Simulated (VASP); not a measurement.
SiC, 8 atoms in the cell. The typed cell holds 8 atoms: a = 3.075 Å, b = 3.075 Å, c = 10.171 Å, α = 86.53°, β = 83.05°, γ = 60.00°.  This cell differs from its parent crystal: the part above a cut slid along it.

| Property | Result |
| --- | --- |
| Program | VASP 6.6.1 |
| Task | single point |
| Functional | r2SCAN |
| Potentials or basis | VASP PAW PBE potentials, release 64 (Si, C) |
| Cutoff | 520 eV |
| k mesh | 8 × 8 × 3 |
| Occupations | gaussian, width 0.05 eV |
| Spin | no spin polarisation |
| Dipole correction | no |
| Further INCAR settings | ALGO = Normal; EDIFF = 1e-06; NBANDS = 26 |

Potentials or basis: VASP PAW PBE potentials, release 64 (Si, C).

Command:

```console
$ cat potpaw_PBE.64/Si/POTCAR potpaw_PBE.64/C/POTCAR > POTCAR
$ cp INCAR.step1 INCAR
$ mpirun -np 1 vasp_std > vasp.out
$ cp INCAR.step2 INCAR
$ mpirun -np 1 vasp_std > vasp.out
```

Hardware: 1 thread of Oxide Virtual Turin-like Processor (shared host).

Question: How long does it take, and how much memory?

Answer: It took 6.8 min on 1 thread of Oxide Virtual Turin-like Processor, with other jobs on the host, peak memory 0.28 GiB. Counts: k points 98.
